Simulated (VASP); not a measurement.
# Ru (P6_3/mmc) in VASP: further runs

Runs on Ru. Level: PBEsol. Tasks: single point.

Everything below comes from runs of VASP 6.6.1. Logs are shortened: lines on timing, memory, paths and dates and some standing lists are left out, and cuts for length are marked.

## Step 1: The cell of the first run

Symmetry: P6_3/mmc, No. 194, hexagonal system. Conventional cell: a = 3.379 Å, b = 3.379 Å, c = 5.576 Å, α = 90.00°, β = 90.00°, γ = 120.00°. Within 2.7 Å of Ru (site symmetry 3m) lie 4 Ru at 2.07 to 2.09 Å.

## Step 2: Single point, PBEsol

The input, INCAR:

```
  PREC = Accurate
  ENCUT = 520
  EDIFF = 1E-7
  ISMEAR = 0
  SIGMA = 0.1
  LREAL = F
  LASPH = T
  NELM = 80
  ALGO = Normal
  ISIF = 2
  LWAVE = F
  LCHARG = F
  GGA = PS
  NBANDS = 36
```

The input, KPOINTS:

```
regular mesh
0
Gamma
  6 6 4
```

The input, POSCAR:

```
Ru
1.0
    3.3793162485      0.0000000000      0.0000000000
   -1.6896581242      2.9265737186      0.0000000000
    0.0000000000      0.0000000000      5.5758718100
Ru
4
Direct
    0.3333333333      0.6666666667      0.4375000000
    0.6666666667      0.3333333333      0.9375000000
    0.6666666667      0.3333333333      0.5625000000
    0.3333333333      0.6666666667      0.0625000000
```

Potentials or basis: VASP PAW PBE potentials, release 64 (Ru_pv).

Command:

```console
cat potpaw_PBE.64/Ru_pv/POTCAR > POTCAR
mpirun -np 1 vasp_std > vasp.out
```

OUTCAR:

```text
PREC = Accurate
   ENCUT = 520
   EDIFF = 1E-7
   ISMEAR = 0
   LREAL = F
   LASPH = T
   NELM = 80
   ISIF = 2
   GGA = PS

 ion  position               nearest neighbor table
   1  0.333  0.667  0.438-   3 2.07   3 2.07   3 2.07   4 2.09
   2  0.667  0.333  0.938-   4 2.07   4 2.07   4 2.07   3 2.09
   3  0.667  0.333  0.562-   1 2.07   1 2.07   1 2.07   2 2.09
   4  0.333  0.667  0.062-   2 2.07   2 2.07   2 2.07   1 2.09

  LATTYP: Found a hexagonal cell.
 ALAT       =     3.3793162485
 C/A-ratio  =     1.6500000000

  Lattice vectors:

 A1 = (   3.3793162485,   0.0000000000,   0.0000000000)
 A2 = (  -1.6896581242,   2.9265737186,   0.0000000000)
 A3 = (   0.0000000000,   0.0000000000,   5.5758718100)

Analysis of symmetry for initial positions (statically):
=====================================================================
 Subroutine PRICEL returns:
 Original cell was already a primitive cell.

 Routine SETGRP: Setting up the symmetry group for a
 hexagonal supercell.

 Subroutine GETGRP returns: Found 24 space group operations
 (whereof 12 operations were pure point group operations)
 out of a pool of 24 trial point group operations.

The static configuration has the point symmetry D_3d.
 The point group associated with its full space group is D_6h.

Analysis of symmetry for dynamics (positions and initial velocities):
=====================================================================
 Subroutine PRICEL returns:
 Original cell was already a primitive cell.

 Routine SETGRP: Setting up the symmetry group for a
 hexagonal supercell.

 Subroutine GETGRP returns: Found 24 space group operations
 (whereof 12 operations were pure point group operations)
 out of a pool of 24 trial point group operations.

The dynamic configuration has the point symmetry D_3d.
 The point group associated with its full space group is D_6h.

 Subroutine INISYM returns: Found 24 space group operations
 (whereof 12 operations are pure point group operations),
 and found     1 'primitive' translations

----------------------------------------------------------------------------------------

                                     Primitive cell

  volume of cell :      55.1444

  direct lattice vectors                    reciprocal lattice vectors
     3.379316248  0.000000000  0.000000000     0.295917850  0.170848251  0.000000000
    -1.689658124  2.926573719  0.000000000     0.000000000  0.341696501  0.000000000
     0.000000000  0.000000000  5.575871810     0.000000000  0.000000000  0.179344152

  length of vectors
     3.379316248  3.379316248  5.575871810     0.341696501  0.341696501  0.179344152

  position of ions in fractional coordinates (direct lattice)
     0.333333333  0.666666667  0.437500000
     0.666666667  0.333333333  0.937500000
     0.666666667  0.333333333  0.562500000
     0.333333333  0.666666667  0.062500000

  ion indices of the primitive-cell ions
   primitive index   ion index
                 1           1
                 2           2
                 3           3
                 4           4

----------------------------------------------------------------------------------------

 KPOINTS: regular mesh

Automatic generation of k-mesh.
 Grid dimensions read from file:
 generate k-points for:    6    6    4

 Generating k-lattice:

  Cartesian coordinates                     Fractional coordinates (reciprocal lattice)
     0.049319642  0.028474708  0.000000000     0.166666667  0.000000000  0.000000000
     0.000000000  0.056949417  0.000000000     0.000000000  0.166666667  0.000000000
     0.000000000  0.000000000  0.044836038     0.000000000  0.000000000  0.250000000

  Length of vectors
     0.056949417  0.056949417  0.044836038

  Shift w.r.t. Gamma in fractional coordinates (k-lattice)
     0.000000000  0.000000000  0.000000000

 Subroutine IBZKPT returns following result:
 ===========================================

 Found     21 irreducible k-points:

 Following reciprocal coordinates:
            Coordinates               Weight
  0.000000  0.000000  0.000000      1.000000
  0.166667  0.000000  0.000000      6.000000
  0.333333  0.000000  0.000000      6.000000
  0.500000  0.000000  0.000000      3.000000
  0.166667  0.166667  0.000000      6.000000
  0.333333  0.166667  0.000000     12.000000
[... 13 lines left out ...]
  0.333333  0.166667  0.500000     12.000000
  0.333333  0.333333  0.500000      2.000000
   k-points           NKPTS =     21   k-points in BZ     NKDIM =     21   number of bands    NBANDS=     36
   number of dos      NEDOS =    301   number of ions     NIONS =      4
   total plane-waves  NPLWV =  32928
   dimension x,y,z NGX =    28 NGY =   28 NGZ =   42
   dimension x,y,z NGXF=    56 NGYF=   56 NGZF=   84
   ions per type =               4
   NGX,Y,Z   is equivalent  to a cutoff of  13.77, 13.77, 12.52 a.u.
   NGXF,Y,Z  is equivalent  to a cutoff of  27.55, 27.55, 25.04 a.u.
 SYSTEM =  unknown system
   PREC   = accura    normal or accurate (medium, high low for compatibility)
   ISTART =      0    job   : 0-new  1-cont  2-samecut
   ICHARG =      2    charge: 1-file 2-atom 10-const
   ISPIN  =      1    spin polarized calculation?
   LNONCOLLINEAR =      F non collinear calculations
   LSORBIT =      F    spin-orbit coupling
   LASPH  =      T    aspherical Exc in radial PAW
   ENCUT  =  520.0 eV  38.22 Ry    6.18 a.u.   6.28  6.28 10.37*2*pi/ulx,y,z
   NELM   =     80;   NELMIN=  2; NELMDL= -5     # of ELM steps
   EDIFF  = 0.1E-06   stopping-criterion for ELM
   LREAL  =      F    real-space projection
   EDIFFG = 0.1E-05   stopping-criterion for IOM
   NSW    =      0    number of steps for IOM
   IBRION =     -1    ionic relax: 0-MD 1-quasi-New 2-CG
   NFREE  =      0    steps in history (QN), initial steepest desc. (CG)
   ISIF   =      2    stress and relaxation
   ISYM   =      2    0-nonsym 1-usesym 2-fastsym
   POTIM  = 0.5000    time-step for ionic-motion
   TEBEG  =    0.0;   TEEND  =   0.0 temperature during run
   PSTRESS=    0.0 pullay stress
   NELECT =      56.0000    total number of electrons
   NUPDOWN=      -1.0000    fix difference up-down
   EMIN   =  10.00;   EMAX   =-10.00  energy-range for DOS
   EFERMI =   0.00;   METHOD = LEGACY
   ISMEAR =     0;   SIGMA  =   0.10  broadening in eV -4-tet -1-fermi 0-gaus
   EFERMI_NEDOS =   21; number of points for ismear=-14 and -15
   IALGO  =     38    algorithm
   IMIX   =      4    mixing-type and parameters
     AMIX     =   0.40;   BMIX     =  1.00
     AMIX_MAG =   1.60;   BMIX_MAG =  1.00
  volume/ion in A,a.u.               =      13.79        93.03
  Fermi-wavevector in a.u.,A,eV,Ry     =   1.645522  3.109587 36.841095  2.707744
  Thomas-Fermi vector in A             =   2.735305
   LORBIT       =      0    0 simple, 1 ext, 2 COOP (PROOUT), +10 PAW based schemes
   GGA     = PS    functional components
   LHFCALC =     F    Hartree Fock is set to
   AEXX    =    0.0000 exact exchange contribution
   IVDW    =     0    specifies the selected vdW correction
   LEPSILON=     F    determine dielectric tensor
   LRPA    =     F    only Hartree local field effects (RPA)
 non-spin polarized calculation
 Gauss-broadening in eV      SIGMA  =   0.10
  energy-cutoff  :      520.00
  volume of cell :       55.14
 maximum number of plane-waves:      1509
 NGX is ok and might be reduce to    28
   NGX = 13   NGY = 13   NGZ = 21

 number of electron      55.9999999 magnetization

 Free energy of the ion-electron system (eV)
  ---------------------------------------------------
  ext. energy  EPLUGINS =         0.00000000
  ---------------------------------------------------
  free energy    TOTEN  =       -27.46259375 eV

  energy without entropy =      -27.45109939  energy(sigma->0) =      -27.45684657

 E-fermi :  12.8755     XC(G=0): -13.7250

 val. band max:       12.8489294264   @ k =   0.3333   0.0000   0.2500
 cond. band min:      12.8885387416   @ k =   0.3333   0.0000   0.0000
 fundamental gap:      0.0396093152
 Fermi energy:        12.8755276850

 k-point     1 :       0.0000    0.0000    0.0000
  band No.  band energies     occupation
      1     -32.2091      2.00000
      2     -32.2091      2.00000
      3     -31.9386      2.00000
      4     -31.9386      2.00000
      5     -31.8838      2.00000
      6     -31.8661      2.00000
[... 28 lines left out ...]
     35      17.8464      0.00000
     36      23.3606      0.00000

 k-point     2 :       0.1667    0.0000    0.0000
  band No.  band energies     occupation
      1     -32.4304      2.00000
      2     -32.2887      2.00000
      3     -32.0179      2.00000
      4     -31.9443      2.00000
      5     -31.8959      2.00000
      6     -31.5364      2.00000
[... 28 lines left out ...]
     35      17.9757      0.00000
     36      23.2446      0.00000

 k-point     3 :       0.3333    0.0000    0.0000
  band No.  band energies     occupation
      1     -32.5833      2.00000
      2     -32.4340      2.00000
      3     -32.1627      2.00000
      4     -32.1172      2.00000
      5     -31.7787      2.00000
      6     -31.0941      2.00000
[... 28 lines left out ...]
     35      17.9562      0.00000
     36      18.7390      0.00000

 k-point     4 :       0.5000    0.0000    0.0000
  band No.  band energies     occupation
      1     -32.6084      2.00000
      2     -32.5010      2.00000
      3     -32.2295      2.00000
      4     -32.2185      2.00000
      5     -31.6926      2.00000
      6     -30.8923      2.00000
[... 28 lines left out ...]
     35      17.6009      0.00000
     36      18.2844      0.00000

 k-point     5 :       0.1667    0.1667    0.0000
  band No.  band energies     occupation
      1     -32.5346      2.00000
      2     -32.4397      2.00000
      3     -32.1629      2.00000
      4     -32.0671      2.00000
      5     -31.7661      2.00000
      6     -31.1692      2.00000
[... 538 lines left out ...]
 k-point    19 :       0.1667    0.1667    0.5000
  band No.  band energies     occupation
      1     -32.3262      2.00000
      2     -32.3262      2.00000
      3     -32.2897      2.00000
      4     -32.2897      2.00000
      5     -31.5180      2.00000
      6     -31.5180      2.00000
[... 28 lines left out ...]
     35      22.3052      0.00000
     36      22.3052      0.00000

 k-point    20 :       0.3333    0.1667    0.5000
  band No.  band energies     occupation
      1     -32.4600      2.00000
      2     -32.4600      2.00000
      3     -32.3220      2.00000
      4     -32.3220      2.00000
      5     -31.4258      2.00000
      6     -31.4258      2.00000
[... 28 lines left out ...]
     35      18.6940      0.00000
     36      18.6940      0.00000

 k-point    21 :       0.3333    0.3333    0.5000
  band No.  band energies     occupation
      1     -32.5428      2.00000
      2     -32.5428      2.00000
      3     -32.3065      2.00000
      4     -32.3065      2.00000
      5     -31.3561      2.00000
      6     -31.3561      2.00000
[... 28 lines left out ...]
     35      18.1515      0.00000
     36      18.1515      0.00000

------------------------ aborting loop because EDIFF is reached ----------------------------------------

  FORCE on cell =-STRESS in cart. coord.  units (eV):
  Direction    XX          YY          ZZ          XY          YZ          ZX
  --------------------------------------------------------------------------------------
  -------------------------------------------------------------------------------------
  Total       50.8981740     50.8981740     49.2115702      0.0000000      0.0000000      0.0000000
  in kB     1478.8076857   1478.8076857   1429.8046962      0.0000000      0.0000000      0.0000000
  external PRESSURE =    1462.4733559 kB  Pullay stress =       0.0000000 kB

 VOLUME and BASIS-vectors are now :
 -----------------------------------------------------------------------------
  energy-cutoff  :      520.00
  volume of cell :       55.14
      direct lattice vectors                 reciprocal lattice vectors
     3.379316248  0.000000000  0.000000000     0.295917850  0.170848251  0.000000000
    -1.689658124  2.926573719  0.000000000     0.000000000  0.341696501  0.000000000
     0.000000000  0.000000000  5.575871810     0.000000000  0.000000000  0.179344152

 POSITION                                       TOTAL-FORCE (eV/Angst)
 -----------------------------------------------------------------------------------
     -0.00000      1.95105      2.43944         0.000000      0.000000      0.038366
      1.68966      0.97552      5.22738        -0.000000     -0.000000      0.038366
      1.68966      0.97552      3.13643        -0.000000      0.000000     -0.038366
     -0.00000      1.95105      0.34849         0.000000      0.000000     -0.038366
 -----------------------------------------------------------------------------------
    total drift:                               -0.000000      0.000000     -0.000000

  FREE ENERGIE OF THE ION-ELECTRON SYSTEM (eV)
  ---------------------------------------------------
  free  energy   TOTEN  =       -27.4625937527 eV

  energy  without entropy=      -27.4510993890  energy(sigma->0) =      -27.45684657
```

It took 26 s on 1 thread of Intel Xeon 6975P-C (Granite Rapids), shared host; peak memory 0.18 GiB.

Results:

```yaml
Free_energy: -27.4626 eV
Pressure: 146.2 GPa
Largest_force: 0.038 eV/Å
Band_gap_on_the_k_mesh: zero (band 28 reaches 13.37 eV, above the bottom of band 29 at 12.47 eV)
```

Forces in eV/Å, atoms in the order of the input:
```
Ru   0.000  0.000  0.038
Ru   0.000  0.000  0.038
Ru   0.000  0.000 -0.038
Ru   0.000  0.000 -0.038
```

Caveat: the PAW data sets were made with another functional, which shifts forces and pressure a little.

(Part 1 of 2 ends here.)
